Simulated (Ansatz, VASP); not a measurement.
## One calculation of Hf2WS2, two programs

```
Hf W S
1.0
     3.30360    0.00000    0.00000
    -1.65180    2.86100    0.00000
     0.00000    0.00000   11.48298
Hf W S
2 1 2
Direct
  0.00000 0.00000 0.27062
  0.00000 0.00000 0.72938
  0.00000 0.00000 0.50000
  0.33333 0.66667 0.13620
  0.66667 0.33333 0.86380
```

Alike in both runs: functional PBE; k mesh 6 × 6 × 4; occupations gaussian, width 0.1 eV; no spin polarisation.

Ansatz relaxed the structure, and its values are those at the end. VASP's run is a single point on that final structure, the one shown.

```csv
,VASP,Ansatz
version,VASP 6.6.1,Ansatz 0.2.0
potentials or method,"VASP PAW PBE potentials, release 64 (Hf_pv, W_sv, S), cutoff 520 eV","scalar-relativistic, plane waves, PAW"
valence electrons in the cell,46,78
```

|  | VASP | Ansatz | Ansatz less VASP |
| --- | --- | --- | --- |
| gap on the k mesh at the Fermi level (eV) | none | none | - |
| pressure (GPa) | -0.3 | 0.0 | +0.35 |
| rms of the force components (eV/Å) | 0.026 | 0.001 | -0.0245 |

A gap of «none» marks a metal or a gap that the smearing closes. The functional is the same, so the differences come from potentials, cutoffs and numerics. VASP's potentials hold 46 valence electrons a cell and Ansatz's 78, so a difference there can come from the potentials and not from the codes.

The k mesh is coarse, so the values compare programs but aren't converged. Neither program's run includes spin-orbit coupling.
